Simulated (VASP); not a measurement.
# Sb (R-3m) in VASP: a series of runs

The runs below take Sb through single point, with PBE.

All numbers are computed with VASP 6.6.1; they aren't measurements. Logs are shortened: lines on timing, memory, paths and dates and some standing lists are left out, and cuts for length are marked.

### Step 1. The cell of the first run

The structure is trigonal, space group R-3m (No. 166). The conventional cell has a = 4.172 Å, b = 4.172 Å, c = 11.232 Å, α = 90.00°, β = 90.00°, γ = 120.00°. Sb (site symmetry 3m) has 6 Sb at 2.84 to 3.29 Å within 3.7 Å.

### Step 2. Single point, PBE (strain -0.030 along x and y, +0.000 along z)

Contents of INCAR:

```
PREC = Accurate
ENCUT = 520
EDIFF = 1E-7
ISMEAR = 0
SIGMA = 0.15
LREAL = False
LASPH = True
NELM = 80
ALGO = Normal
ISIF = 2
LWAVE = False
LCHARG = False
GGA = PE
NBANDS = 12
```

Contents of KPOINTS:

```
regular mesh
0
Gamma
  12 12 12
```

Contents of POSCAR:

```
Sb
1.0
    2.0860823220      1.2044001902      3.7440000000
   -2.0860823220      1.2044001902      3.7440000000
    0.0000000000     -2.4088003803      3.7440000000
Sb
2
Direct
    0.2336400000      0.2336400000      0.2336400000
    0.7663600000      0.7663600000      0.7663600000
```

Potentials or basis: VASP PAW PBE potentials, release 64 (Sb).

Launch:

```
cat potpaw_PBE.64/Sb/POTCAR > POTCAR
mpirun -np 1 vasp_std > vasp.out
```

OUTCAR:

```text
PREC = Accurate
   ENCUT = 520
   EDIFF = 1E-7
   ISMEAR = 0
   LREAL = False
   LASPH = True
   NELM = 80
   ISIF = 2
   GGA = PE

 ion  position               nearest neighbor table
   1  0.234  0.234  0.234-   2 2.84   2 2.84   2 2.84   2 3.29   2 3.29   2 3.29
   2  0.766  0.766  0.766-   1 2.84   1 2.84   1 2.84   1 3.29   1 3.29   1 3.29

  LATTYP: Found a trigonal (rhomboedric) cell.
 ALAT       =     4.4519496035
 COS(alpha) =     0.5608707133

  Lattice vectors:

 A1 = (   2.0860823220,   1.2044001902,   3.7440000000)
 A2 = (  -2.0860823220,   1.2044001902,   3.7440000000)
 A3 = (   0.0000000000,  -2.4088003803,   3.7440000000)

Analysis of symmetry for initial positions (statically):
=====================================================================
 Subroutine PRICEL returns:
 Original cell was already a primitive cell.

 Routine SETGRP: Setting up the symmetry group for a
 trigonal (rhombohedral) supercell.

 Subroutine GETGRP returns: Found 12 space group operations
 (whereof 12 operations were pure point group operations)
 out of a pool of 12 trial point group operations.

The static configuration has the point symmetry D_3d.

Analysis of symmetry for dynamics (positions and initial velocities):
=====================================================================
 Subroutine PRICEL returns:
 Original cell was already a primitive cell.

 Routine SETGRP: Setting up the symmetry group for a
 trigonal (rhombohedral) supercell.

 Subroutine GETGRP returns: Found 12 space group operations
 (whereof 12 operations were pure point group operations)
 out of a pool of 12 trial point group operations.

The dynamic configuration has the point symmetry D_3d.

 Subroutine INISYM returns: Found 12 space group operations
 (whereof 12 operations are pure point group operations),
 and found     1 'primitive' translations

----------------------------------------------------------------------------------------

                                     Primitive cell

  volume of cell :      56.4403

  direct lattice vectors                    reciprocal lattice vectors
     2.086082322  1.204400190  3.744000000     0.239683734  0.138381468  0.089031339
    -2.086082322  1.204400190  3.744000000    -0.239683734  0.138381468  0.089031339
     0.000000000 -2.408800380  3.744000000     0.000000000 -0.276762936  0.089031339

  length of vectors
     4.451949604  4.451949604  4.451949604     0.290730635  0.290730635  0.290730635

  position of ions in fractional coordinates (direct lattice)
     0.233640000  0.233640000  0.233640000
     0.766360000  0.766360000  0.766360000

  ion indices of the primitive-cell ions
   primitive index   ion index
                 1           1
                 2           2

----------------------------------------------------------------------------------------

 KPOINTS: regular mesh

Automatic generation of k-mesh.
 Grid dimensions read from file:
 generate k-points for:   12   12   12

 Generating k-lattice:

  Cartesian coordinates                     Fractional coordinates (reciprocal lattice)
     0.019973644  0.011531789  0.007419278     0.083333333  0.000000000  0.000000000
    -0.019973644  0.011531789  0.007419278     0.000000000  0.083333333  0.000000000
     0.000000000 -0.023063578  0.007419278     0.000000000  0.000000000  0.083333333

  Length of vectors
     0.024227553  0.024227553  0.024227553

  Shift w.r.t. Gamma in fractional coordinates (k-lattice)
     0.000000000  0.000000000  0.000000000

 Subroutine IBZKPT returns following result:
 ===========================================

 Found    189 irreducible k-points:

 Following reciprocal coordinates:
            Coordinates               Weight
  0.000000  0.000000  0.000000      1.000000
  0.083333 -0.000000 -0.000000      6.000000
  0.166667 -0.000000 -0.000000      6.000000
  0.250000 -0.000000 -0.000000      6.000000
  0.333333 -0.000000  0.000000      6.000000
  0.416667 -0.000000  0.000000      6.000000
[... 16 lines left out ...]
  0.500000  0.166667 -0.000000     12.000000
 -0.416667  0.166667 -0.000000     12.000000
 [... further k-points ...]
   k-points           NKPTS =    189   k-points in BZ     NKDIM =    189   number of bands    NBANDS=     12
   number of dos      NEDOS =    301   number of ions     NIONS =      2
   total plane-waves  NPLWV =  46656
   dimension x,y,z NGX =    36 NGY =   36 NGZ =   36
   dimension x,y,z NGXF=    72 NGYF=   72 NGZF=   72
   ions per type =               2
   NGX,Y,Z   is equivalent  to a cutoff of  13.44, 13.44, 13.44 a.u.
   NGXF,Y,Z  is equivalent  to a cutoff of  26.89, 26.89, 26.89 a.u.
 SYSTEM =  unknown system
   PREC   = accura    normal or accurate (medium, high low for compatibility)
   ISTART =      0    job   : 0-new  1-cont  2-samecut
   ICHARG =      2    charge: 1-file 2-atom 10-const
   ISPIN  =      1    spin polarized calculation?
   LNONCOLLINEAR =      F non collinear calculations
   LSORBIT =      F    spin-orbit coupling
   LASPH  =      T    aspherical Exc in radial PAW
   ENCUT  =  520.0 eV  38.22 Ry    6.18 a.u.   8.28  8.28  8.28*2*pi/ulx,y,z
   NELM   =     80;   NELMIN=  2; NELMDL= -5     # of ELM steps
   EDIFF  = 0.1E-06   stopping-criterion for ELM
   LREAL  =      F    real-space projection
   EDIFFG = 0.1E-05   stopping-criterion for IOM
   NSW    =      0    number of steps for IOM
   IBRION =     -1    ionic relax: 0-MD 1-quasi-New 2-CG
   NFREE  =      0    steps in history (QN), initial steepest desc. (CG)
   ISIF   =      2    stress and relaxation
   ISYM   =      2    0-nonsym 1-usesym 2-fastsym
   POTIM  = 0.5000    time-step for ionic-motion
   TEBEG  =    0.0;   TEEND  =   0.0 temperature during run
   PSTRESS=    0.0 pullay stress
   NELECT =      10.0000    total number of electrons
   NUPDOWN=      -1.0000    fix difference up-down
   EMIN   =  10.00;   EMAX   =-10.00  energy-range for DOS
   EFERMI =   0.00;   METHOD = LEGACY
   ISMEAR =     0;   SIGMA  =   0.15  broadening in eV -4-tet -1-fermi 0-gaus
   EFERMI_NEDOS =   21; number of points for ismear=-14 and -15
   IALGO  =     38    algorithm
   IMIX   =      4    mixing-type and parameters
     AMIX     =   0.40;   BMIX     =  1.00
     AMIX_MAG =   1.60;   BMIX_MAG =  1.00
  volume/ion in A,a.u.               =      28.22       190.44
  Fermi-wavevector in a.u.,A,eV,Ry     =   0.919486  1.737576 11.503103  0.845454
  Thomas-Fermi vector in A             =   2.044685
   LORBIT       =      0    0 simple, 1 ext, 2 COOP (PROOUT), +10 PAW based schemes
   GGA     = PE    functional components
   LHFCALC =     F    Hartree Fock is set to
   AEXX    =    0.0000 exact exchange contribution
   IVDW    =     0    specifies the selected vdW correction
   LEPSILON=     F    determine dielectric tensor
   LRPA    =     F    only Hartree local field effects (RPA)
 non-spin polarized calculation
 Gauss-broadening in eV      SIGMA  =   0.15
  energy-cutoff  :      520.00
  volume of cell :       56.44
 maximum number of plane-waves:      1547
 NGX is ok and might be reduce to    36
   NGX = 17   NGY = 17   NGZ = 17

 number of electron      10.0000000 magnetization

 Free energy of the ion-electron system (eV)
  ---------------------------------------------------
  ext. energy  EPLUGINS =         0.00000000
  ---------------------------------------------------
  free energy    TOTEN  =        -8.11298975 eV

  energy without entropy =       -8.10947084  energy(sigma->0) =       -8.11123029

 E-fermi :   8.2068     XC(G=0):  -9.8231

 val. band max:        8.1101054558   @ k =   0.2500   0.2500   0.1667
 cond. band min:       8.2143853756   @ k =   0.5000  -0.0000  -0.0000
 fundamental gap:      0.1042799197
 Fermi energy:         8.2067943745

 k-point     1 :       0.0000    0.0000    0.0000
  band No.  band energies     occupation
      1      -5.1195      2.00000
      2       3.7045      2.00000
      3       5.7077      2.00000
      4       6.3625      2.00000
      5       6.3625      2.00000
      6      10.2545      0.00000
      7      10.9699      0.00000
      8      10.9699      0.00000
      9      13.3278      0.00000
     10      13.3278      0.00000
     11      13.4106      0.00000
     12      14.6181      0.00000

 k-point     2 :       0.0833   -0.0000   -0.0000
  band No.  band energies     occupation
      1      -5.0361      2.00000
      2       3.2757      2.00000
      3       5.7757      2.00000
      4       6.3318      2.00000
      5       6.4779      2.00000
      6      10.2963      0.00000
      7      10.7417      0.00000
      8      10.7806      0.00000
      9      12.8625      0.00000
     10      13.1641      0.00000
     11      13.3180      0.00000
     12      15.3019      0.00000

 k-point     3 :       0.1667   -0.0000   -0.0000
  band No.  band energies     occupation
      1      -4.7868      2.00000
      2       2.3169      2.00000
      3       5.8081      2.00000
      4       6.2570      2.00000
      5       6.7712      2.00000
      6      10.0720      0.00000
      7      10.2221      0.00000
      8      10.2769      0.00000
      9      12.6587      0.00000
     10      13.0619      0.00000
     11      13.6205      0.00000
     12      16.6278      0.00000

 k-point     4 :       0.2500   -0.0000   -0.0000
  band No.  band energies     occupation
      1      -4.3746      2.00000
      2       1.1774      2.00000
      3       5.8231      2.00000
      4       6.1748      2.00000
      5       7.0777      2.00000
      6       9.4906      0.00000
      7       9.5442      0.00000
      8       9.6732      0.00000
      9      12.9765      0.00000
     10      13.6632      0.00000
     11      14.3312      0.00000
     12      18.2359      0.00000

 k-point     5 :       0.3333   -0.0000    0.0000
  band No.  band energies     occupation
      1      -3.8072      2.00000
      2       0.0201      2.00000
      3       5.8856      2.00000
      4       6.1145      2.00000
      5       7.3475      2.00000
      6       8.8102      0.00000
      7       8.9449      0.00000
      8       9.1480      0.00000
      9      13.6077      0.00000
     10      14.8132      0.00000
     11      15.3425      0.00000
     12      18.7318      0.00000
[... 228 lines left out ...]
      1      -3.9743      2.00000
      2       0.7837      2.00000
      3       4.6807      2.00000
      4       5.2438      2.00000
      5       6.4195      2.00000
      6      10.0535      0.00000
      7      10.7035      0.00000
      8      11.0459      0.00000
      9      12.0592      0.00000
     10      15.0370      0.00000
     11      16.0496      0.00000
     12      17.3674      0.00000

 k-point    22 :       0.4167    0.1667    0.0000
  band No.  band energies     occupation
      1      -3.3848      2.00000
      2      -0.2084      2.00000
      3       4.5522      2.00000
      4       5.1034      2.00000
      5       6.1551      2.00000
      6      10.1286      0.00000
      7      10.3020      0.00000
      8      10.8953      0.00000
      9      12.7316      0.00000
     10      15.7323      0.00000
     11      17.1930      0.00000
     12      17.4382      0.00000

 k-point    23 :       0.5000    0.1667   -0.0000
  band No.  band energies     occupation
      1      -2.6848      2.00000
      2      -1.1669      2.00000
      3       4.3298      2.00000
      4       5.2381      2.00000
      5       6.1485      2.00000
      6       9.5059      0.00000
      7       9.9821      0.00000
      8      11.1357      0.00000
      9      13.9347      0.00000
     10      15.9204      0.00000
     11      16.7164      0.00000
     12      17.5790      0.00000

 k-point    24 :      -0.4167    0.1667   -0.0000
  band No.  band energies     occupation
      1      -2.3595      2.00000
      2      -1.5569      2.00000
      3       4.1467      2.00000
      4       5.5975      2.00000
      5       6.3288      2.00000
      6       8.9732      0.00000
      7       9.5577      0.00000
      8      11.4480      0.00000
      9      14.6159      0.00000
     10      15.5034      0.00000
     11      16.0787      0.00000
     12      17.9274      0.00000

 [... further k-points ...]

------------------------ aborting loop because EDIFF is reached ----------------------------------------

  FORCE on cell =-STRESS in cart. coord.  units (eV):
  Direction    XX          YY          ZZ          XY          YZ          ZX
  --------------------------------------------------------------------------------------
  -------------------------------------------------------------------------------------
  Total        3.0530651      3.0530651      2.2711653     -0.0000000      0.0000000      0.0000000
  in kB       86.6677063     86.6677063     64.4718258     -0.0000000      0.0000000      0.0000000
  external PRESSURE =      79.2690795 kB  Pullay stress =       0.0000000 kB

 VOLUME and BASIS-vectors are now :
 -----------------------------------------------------------------------------
  energy-cutoff  :      520.00
  volume of cell :       56.44
      direct lattice vectors                 reciprocal lattice vectors
     2.086082322  1.204400190  3.744000000     0.239683734  0.138381468  0.089031339
    -2.086082322  1.204400190  3.744000000    -0.239683734  0.138381468  0.089031339
     0.000000000 -2.408800380  3.744000000     0.000000000 -0.276762936  0.089031339

 POSITION                                       TOTAL-FORCE (eV/Angst)
 -----------------------------------------------------------------------------------
      0.00000      0.00000      2.62424         0.000000      0.000000      0.646500
      0.00000      0.00000      8.60776         0.000000     -0.000000     -0.646500
 -----------------------------------------------------------------------------------
    total drift:                                0.000000     -0.000000      0.000000

  FREE ENERGIE OF THE ION-ELECTRON SYSTEM (eV)
  ---------------------------------------------------
  free  energy   TOTEN  =        -8.1129897511 eV

  energy  without entropy=       -8.1094708384  energy(sigma->0) =       -8.11123029
```

Run time: 64 s. Hardware: 1 thread of AMD EPYC 9R45 (Zen 5), shared host; peak memory 0.24 GiB.

What came out:

```
Free energy            : -8.1130 eV
Pressure               : 7.9 GPa
Largest force          : 0.646 eV/Å
Band gap on the k mesh : zero (bands 5 and 6 overlap by 0.45 eV)
```

Forces in eV/Å, atoms in the order of the input:
```
Sb   0.000  0.000  0.646
Sb   0.000  0.000 -0.646
```

Caveat: the cell differs from its parent crystal (strain -0.030 along x and y, +0.000 along z); the cell stands under pressure; spin-orbit coupling is left out, which moves the levels of the heavy elements.

(Continued in part 2 of 2.)

The gap in the log of VASP goes by the Fermi energy; the results here count the filled bands.